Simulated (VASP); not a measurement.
# S (Fd-3m) in VASP: notebook, part 2 of 2

VASP 6.6.1. Earlier steps stand in the parts before.

## 3. Relaxation of cell and atoms, PBE, target pressure 10 GPa, at which the enthalpy is minimised

File INCAR:

```
SYSTEM = S
ALGO = Normal ; EDIFF = 1E-7
EDIFFG = -0.03 ; ENCUT = 600
GGA = PE ; IBRION = 2
ISIF = 3 ; ISMEAR = 1
LASPH = .TRUE. ; LCHARG = .FALSE.
LREAL = .FALSE. ; LWAVE = .FALSE.
NELM = 100 ; NSW = 60
PREC = Accurate ; PSTRESS = 100.0
SIGMA = 0.05
```

File KPOINTS:

```
k-points
0
G
  14 14 14
  0 0 0
```

File POSCAR:

```
S
1.0
    0.0000000000      2.8900000000      2.8900000000
    2.8900000000      0.0000000000      2.8900000000
    2.8900000000      2.8900000000      0.0000000000
S
2
Direct
    0.0000000000      0.0000000000      0.0000000000
    0.2500000000      0.2500000000      0.2500000000
```

Potentials or basis: VASP PAW PBE potentials, release 64 (S).

Launch:

```sh
$ cat potpaw_PBE.64/S/POTCAR > POTCAR
$ mpirun -np 1 vasp_std > vasp.out
```

OUTCAR:

```text
SYSTEM = S
   EDIFF = 1E-7
   EDIFFG = -0.03
   ENCUT = 600
   GGA = PE
   IBRION = 2
   ISIF = 3
   ISMEAR = 1
   LASPH = .TRUE.
   LREAL = .FALSE.
   NELM = 100
   NSW = 60
   PREC = Accurate
   PSTRESS = 100.0

 ion  position               nearest neighbor table
   1  0.000  0.000  0.000-   2 2.50   2 2.50   2 2.50   2 2.50
   2  0.250  0.250  0.250-   1 2.50   1 2.50   1 2.50   1 2.50

  LATTYP: Found a face centered cubic cell.
 ALAT       =     5.7800000000

  Lattice vectors:

 A1 = (   0.0000000000,   2.8900000000,   2.8900000000)
 A2 = (   2.8900000000,   0.0000000000,   2.8900000000)
 A3 = (   2.8900000000,   2.8900000000,   0.0000000000)

Analysis of symmetry for initial positions (statically):
=====================================================================
 Subroutine PRICEL returns:
 Original cell was already a primitive cell.

 Routine SETGRP: Setting up the symmetry group for a
 face centered cubic supercell.

 Subroutine GETGRP returns: Found 48 space group operations
 (whereof 24 operations were pure point group operations)
 out of a pool of 48 trial point group operations.

The static configuration has the point symmetry T_d .
 The point group associated with its full space group is O_h .

Analysis of symmetry for dynamics (positions and initial velocities):
=====================================================================
 Subroutine PRICEL returns:
 Original cell was already a primitive cell.

 Routine SETGRP: Setting up the symmetry group for a
 face centered cubic supercell.

 Subroutine GETGRP returns: Found 48 space group operations
 (whereof 24 operations were pure point group operations)
 out of a pool of 48 trial point group operations.

The dynamic configuration has the point symmetry T_d .
 The point group associated with its full space group is O_h .

 Subroutine INISYM returns: Found 48 space group operations
 (whereof 24 operations are pure point group operations),
 and found     1 'primitive' translations

----------------------------------------------------------------------------------------

                                     Primitive cell

  volume of cell :      48.2751

[... 97 lines left out ...]
   TEBEG  =    0.0;   TEEND  =   0.0 temperature during run
   PSTRESS=  100.0 pullay stress
   NELECT =      12.0000    total number of electrons
   NUPDOWN=      -1.0000    fix difference up-down
   EMIN   =  10.00;   EMAX   =-10.00  energy-range for DOS
   EFERMI =   0.00;   METHOD = LEGACY
   ISMEAR =     1;   SIGMA  =   0.05  broadening in eV -4-tet -1-fermi 0-gaus
   EFERMI_NEDOS =   21; number of points for ismear=-14 and -15
   IALGO  =     38    algorithm
   IMIX   =      4    mixing-type and parameters
     AMIX     =   0.40;   BMIX     =  1.00
     AMIX_MAG =   1.60;   BMIX_MAG =  1.00
  volume/ion in A,a.u.               =      24.14       162.89
  Fermi-wavevector in a.u.,A,eV,Ry     =   1.029344  1.945179 14.416054  1.059550
  Thomas-Fermi vector in A             =   2.163387
   LORBIT       =      0    0 simple, 1 ext, 2 COOP (PROOUT), +10 PAW based schemes
   GGA     = PE    functional components
   LHFCALC =     F    Hartree Fock is set to
   AEXX    =    0.0000 exact exchange contribution
   IVDW    =     0    specifies the selected vdW correction
   LEPSILON=     F    determine dielectric tensor
   LRPA    =     F    only Hartree local field effects (RPA)
 conjugate gradient relaxation of ions
 non-spin polarized calculation
 Methfessel and Paxton  Order N= 1 SIGMA  =   0.05
  energy-cutoff  :      600.00
  volume of cell :       48.28
 maximum number of plane-waves:      1639
 NGX is ok and might be reduce to    36
   NGX = 17   NGY = 17   NGZ = 17

--------------------------------------- Ionic step        1  -------------------------------------------

 number of electron      12.0000000 magnetization

 Free energy of the ion-electron system (eV)
  ---------------------------------------------------
  ext. energy  EPLUGINS =         0.00000000
  ---------------------------------------------------
  free energy    TOTEN  =        -6.24422605 eV

  energy without entropy =       -6.24412292  energy(sigma->0) =       -6.24419167

 E-fermi :   3.4851     XC(G=0):  -8.7223

 val. band max:        3.4836474979   @ k =  -0.4286   0.2143   0.0000
 cond. band min:       3.5150818977   @ k =   0.4286   0.0714   0.0000
 fundamental gap:      0.0314343997
 Fermi energy:         3.4850761394

 k-point     1 :       0.0000    0.0000    0.0000
  band No.  band energies     occupation
      1     -12.2745      2.00000
      2      -5.5897      2.00000
      3      -0.3505      2.00000
      4      -0.3505      2.00000
      5      -0.3505      2.00000
      6       2.5658      2.00000
      7       2.5658      2.00000
      8       2.5658      2.00000
      9       9.1061      0.00000
     10      11.3543      0.00000
[... 374 lines left out ...]
--------------------------------------- Ionic step        3  -------------------------------------------

 number of electron      11.9999999 magnetization

 Free energy of the ion-electron system (eV)
  ---------------------------------------------------
  ext. energy  EPLUGINS =         0.00000000
  ---------------------------------------------------
  free energy    TOTEN  =        -6.03294076 eV

  energy without entropy =       -6.03347370  energy(sigma->0) =       -6.03311841

 E-fermi :   5.3397     XC(G=0):  -9.4805

 val. band max:        5.3057154029   @ k =   0.2857   0.0714   0.0000
 cond. band min:       5.3571950655   @ k =  -0.3571   0.0714   0.0000
 fundamental gap:      0.0514796626
 Fermi energy:         5.3397148204

 k-point     1 :       0.0000    0.0000    0.0000
  band No.  band energies     occupation
      1     -11.8009      2.00000
      2      -2.9692      2.00000
      3       0.8075      2.00000
      4       0.8075      2.00000
      5       0.8075      2.00000
      6       4.1177      2.00000
      7       4.1177      2.00000
      8       4.1177      2.00000
      9      11.0620      0.00000
     10      12.8034      0.00000
[... 332 lines left out ...]
  energy  without entropy=       -6.0334737015  energy(sigma->0) =       -6.03311841

  enthalpy is  TOTEN    =        -3.4835104280 eV   P V=        2.5494303370

 reached required accuracy - stopping structural energy minimisation
```

Wall time 74 s (1 thread of Intel Xeon 6975P-C (Granite Rapids), shared host); peak memory 0.23 GiB.

Results:

| Item | Value |
| --- | --- |
| Free energy | -6.0329 eV |
| Relaxed volume | 20.42 Å³/atom |
| Relaxed cell | a = 3.866 Å, b = 3.866 Å, c = 3.866 Å, α = 60.00°, β = 60.00°, γ = 60.00° |
| Space group after relaxing (to 0.05 Å) | Fd-3m (No. 227) |
| Energy change on relaxing (the enthalpy is what falls) | +105.6 meV/atom |
| Ionic steps | 3 |
| Pressure after relaxing | 10.2 GPa |
| Band gap on the k mesh | zero (band 6 reaches 5.91 eV, above the bottom of band 7 at 4.12 eV) |

The path:
```tsv
step	energy change (eV)	largest force (eV/Å)	pressure (GPa)	volume (Å³)
1	0.0000	0.0000	0.25	48.28
2	0.3734	0.0000	14.35	38.73
3	0.2113	0.0000	10.17	40.85
```

Final structure:
```xyz
2
Lattice="0.0000 2.7334 2.7334 2.7334 0.0000 2.7334 2.7334 2.7334 0.0000" Properties=species:S:1:pos:R:3 pbc="T T T"
S     0.0000    0.0000    0.0000
S     1.3667    1.3667    1.3667
```

Caveat: the cell is relaxed towards a set pressure, so the enthalpy falls and the energy may rise; the volume moved by over 15 % at a fixed basis, so the end points are rough.
